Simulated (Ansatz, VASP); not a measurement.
In3Se in VASP and in Ansatz

```
In Se
1.0
     4.70090    0.00000    0.00000
     0.00000    4.70090    0.00000
     0.00000    0.00000    4.70090
In Se
3 1
Direct
  0.00000 0.50000 0.50000
  0.50000 0.00000 0.50000
  0.50000 0.50000 0.00000
  0.00000 0.00000 0.00000
```

Alike in both runs: functional PBE; dispersion D3(BJ); k mesh 10 × 10 × 10; occupations gaussian, width 0.1 eV; no spin polarisation.

Ansatz relaxed the structure, and its values are those at the end. VASP's run is a single point on that final structure, the one shown.

|  | VASP | Ansatz |
| --- | --- | --- |
| version | VASP 6.6.1 | Ansatz 0.2.0 |
| potentials or method | VASP PAW PBE potentials, release 64 (In_d, Se), cutoff 520 eV | scalar-relativistic, plane waves, PAW |
| valence electrons in the cell | 45 | 55 |

```csv
,VASP,Ansatz,Ansatz less VASP
gap on the k mesh at the Fermi level (eV),none,none,-
pressure (GPa),0.0,0.0,+0.02
```

A gap of «none» marks a metal or a gap that the smearing closes. VASP's potentials hold 45 valence electrons a cell and Ansatz's 55, so a difference there can come from the potentials and not from the codes.
